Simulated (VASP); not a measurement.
Write the native input for VASP 6.6.1 that does the following.

* Task: single point
* Functional: PBE
* Potentials or basis: VASP PAW PBE potentials, release 64 (Ba_sv, Ti_sv, O_h)
* Cutoff: 910 eV
* k mesh: 6 × 6 × 6
* Occupations: gaussian, width 0.1 eV
* Spin: no spin polarisation
* Dipole correction: no
* Further INCAR settings: ALGO = Normal; EDIFF = 1e-06; NBANDS = 28

The structure of BaTiO3 lies in POSCAR:

```
BaTiO3
1.0
    4.0060000000      0.0000000000      0.0000000000
    0.0000000000      4.0060000000      0.0000000000
    0.0000000000      0.0000000000      4.0060000000
Ba Ti O
1 1 3
Direct
    0.4995820000      0.4932190000      0.5062780000
    0.0000700000     -0.0020440000     -0.0109340000
    0.0033810000      0.0076360000      0.4931720000
    0.0002570000      0.4939700000      0.0067890000
    0.5026220000     -0.0065370000      0.0085460000
```

These files were run (other wordings do the same):

INCAR

```
ALGO = Normal ; EDIFF = 1E-6
ENCUT = 910 ; GGA = PE
GGA_COMPAT = False ; ISIF = 2
ISMEAR = 0 ; LASPH = True
LCHARG = False ; LREAL = False
LWAVE = False ; NBANDS = 28
NELM = 120 ; PREC = Accurate
SIGMA = 0.1
```

KPOINTS

```
k-points
0
Gamma
  6 6 6
```

Potentials or basis: VASP PAW PBE potentials, release 64 (Ba_sv, Ti_sv, O_h).

Run with:

```console
$ cat potpaw_PBE.64/Ba_sv/POTCAR potpaw_PBE.64/Ti_sv/POTCAR potpaw_PBE.64/O_h/POTCAR > POTCAR
$ mpirun -np 1 vasp_std > vasp.out
```

Results of the run:

```
Pressure               : 3.2 GPa
Largest force          : 0.746 eV/Å
Band gap on the k mesh : 1.74 eV (least direct gap 1.90 eV)
```

Caveat: the cutoff is under 1.25 times the usual one of these potentials, so pressure, stress and relaxed cells hold a basis-set (Pulay) error; the cell stands under pressure; spin-orbit coupling is left out, which moves the levels of the heavy elements.

Run time: 3.9 min on 1 thread of Intel(R) Xeon(R) 6975P-C (Granite Rapids), on a shared host, peak memory 0.56 GiB.
